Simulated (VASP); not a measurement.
A run of VASP 6.6.1 is set up as follows.

Contents of INCAR:

```
PREC = Accurate
ENCUT = 520
EDIFF = 1E-6
ISMEAR = 0
SIGMA = 0.05
LREAL = False
LASPH = True
NELM = 80
ALGO = Normal
ISIF = 2
LWAVE = False
LCHARG = False
GGA = PS
NBANDS = 26
```

The input KPOINTS:

```
regular mesh
0
Gamma
  9 9 6
```

The input POSCAR:

```
ZnS
1.0
    3.5588787825      0.0000000000      0.0000000000
   -1.7794393912      3.0820794346      0.0000000000
    0.0000000000      0.0000000000      7.0095676499
Zn S
2 2
Direct
    0.3333333333      0.6666666667      0.0054424479
    0.6666666667      0.3333333333      0.5054424479
    0.3333333333      0.6666666667      0.3795575521
    0.6666666667      0.3333333333      0.8795575521
```

Potentials or basis: VASP PAW PBE potentials, release 64 (Zn, S).

Run with:

```console
$ cat potpaw_PBE.64/Zn/POTCAR potpaw_PBE.64/S/POTCAR > POTCAR
$ mpirun -np 1 vasp_std > vasp.out
```

Question: Predict the band gap on the k mesh.

Answer: 1.14 eV.

Question: What does it give for the largest force?

Answer: 0.603 eV/Å.

Question: What does it give for the pressure?

Answer: 3.9 GPa.

Stress tensor (GPa, compression positive):
```
 11.08   0.00   0.00
  0.00  11.08   0.00
  0.00   0.00 -10.51
```

Caveat: the cell stands under pressure; the PAW data sets were made with another functional, which shifts forces and pressure a little; an odd mesh through Γ misses points on the zone boundary, where band edges can lie.
